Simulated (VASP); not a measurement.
Crystal: MgO (rocksalt type).

```
CELL_PARAMETERS angstrom
0.00000 2.15443 2.15443
2.15443 0.00000 2.15443
2.15443 2.15443 0.00000
ATOMIC_POSITIONS crystal
Mg 0.00000 0.00000 0.00000
O 0.50000 0.50000 0.50000
```

```yaml
Program: VASP 6.6.1
Task: relaxation of cell and atoms
Functional: PBE
Potentials_or_basis: VASP PAW PBE potentials, release 64 (Mg, O)
Cutoff: 600 eV
k_mesh: 16 × 16 × 16
Occupations: fermi-dirac, width 0.05 eV
Spin: no spin polarisation
```

At the start: pressure -6.3 GPa; volume 10.00 Å³/atom.

Where does the relaxation end?

Over 3 steps the energy falls by 9.0 meV/atom and the volume is 9.56 Å³/atom (-4.4 %); space group Fm-3m (No. 225, to 0.05 Å).

The path:
| step | energy change (eV) | largest force (eV/Å) | pressure (GPa) | volume (Å³) |
| --- | --- | --- | --- | --- |
| 1 | 0.0000 | 0.0000 | -6.30 | 20.00 |
| 2 | -0.0167 | 0.0000 | 1.89 | 18.88 |
| 3 | -0.0180 | 0.0000 | 0.00 | 19.11 |

Final structure:
```cif
data_structure
_symmetry_space_group_name_H-M 'P 1'
_symmetry_Int_Tables_number 1
_cell_length_a 3.0011
_cell_length_b 3.0011
_cell_length_c 3.0011
_cell_angle_alpha 60.000
_cell_angle_beta 60.000
_cell_angle_gamma 60.000
_cell_volume 19.11
loop_
_atom_site_label
_atom_site_type_symbol
_atom_site_fract_x
_atom_site_fract_y
_atom_site_fract_z
_atom_site_occupancy
Mg1 Mg 0.00000 0.00000 0.00000 1
O1 O 0.50000 0.50000 0.50000 1
```
